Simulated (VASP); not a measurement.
A run of VASP 6.6.1 is set up as follows.

INCAR

```
SYSTEM = Co
ALGO = Fast ; EDIFF = 1E-6
ENCUT = 520 ; GGA = PS
ISIF = 2 ; ISMEAR = 0
ISPIN = 2 ; LASPH = .TRUE.
LCHARG = .TRUE. ; LELF = .TRUE.
LMAXMIX = 4 ; LORBIT = 11
LREAL = .FALSE. ; LVHAR = .TRUE.
LWAVE = .FALSE. ; MAGMOM = 2.06
NBANDS = 14 ; NELM = 150
PREC = Accurate ; SIGMA = 0.1
```

The input KPOINTS:

```
k-points
0
G
  20 20 20
  0 0 0
```

The input POSCAR:

```
Co
1.0
   -1.4407210781      1.4407210781      1.4407210781
    1.4407210781     -1.4407210781      1.4407210781
    1.4407210781      1.4407210781     -1.4407210781
Co
1
Direct
    0.0000000000      0.0000000000      0.0000000000
```

Potentials or basis: VASP PAW PBE potentials, release 64 (Co).

The run is started by

```console
$ cat potpaw_PBE.64/Co/POTCAR > POTCAR
$ mpirun -np 1 vasp_std > vasp.out
```

Task: Estimate the site moments.

Result: Co +1.82 μB.

Task: What does it give for the net moment?

Result: 1.80 μB per cell.

Caveat: the cell differs from its parent crystal (Ti replaced by Co, lengths x 0.873, strained).
